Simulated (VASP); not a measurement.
Here is a VASP 6.6.1 calculation.

File INCAR:

```
SYSTEM = SiGe5
PREC = Accurate
ENCUT = 520
EDIFF = 1E-6
ISMEAR = 0
SIGMA = 0.1
LREAL = .False.
LASPH = .True.
NELM = 80
ALGO = Normal
ISIF = 2
LWAVE = .False.
LCHARG = .True.
GGA = PE
LELF = .True.
LVHAR = .True.
NBANDS = 46
```

KPOINTS

```
Automatic mesh
0
Gamma
  6 6 2
  0 0 0
```

File POSCAR:

```
SiGe5
1.0
    3.0243016278      0.0000000030      0.0000000000
   -1.5121508165      2.6191220369      0.0000000000
    0.0000000000      0.0000000000     14.2205656036
Si Ge
1 5
Direct
    0.0000000000      0.0000000000      0.0000000000
    0.6666666667      0.3333333333      0.8449614022
    0.0000000000      0.0000000000      0.6718636313
    0.6666666667      0.3333333333      0.5000000000
    0.0000000000      0.0000000000      0.3281363687
    0.6666666667      0.3333333333      0.1550385978
```

Potentials or basis: VASP PAW PBE potentials, release 64 (Si, Ge_d).

Command:

```sh
$ cat potpaw_PBE.64/Si/POTCAR potpaw_PBE.64/Ge_d/POTCAR > POTCAR
$ mpirun -np 1 vasp_std > vasp.out
```

Task: What does it give for the largest force?

Result: 0.029 eV/Å.

Task: What does it give for the band gap on the k mesh?

Result: Zero (band 37 reaches 12.72 eV, above the bottom of band 38 at 4.20 eV).

Forces in eV/Å, atoms in the order of the input:
```
Si   0.000  0.000  0.000
Ge   0.000  0.000 -0.029
Ge   0.000  0.000 -0.005
Ge   0.000  0.000  0.000
Ge   0.000  0.000  0.005
Ge   0.000  0.000  0.029
```

Caveat: the k points lie up to 0.40 Å⁻¹ apart.
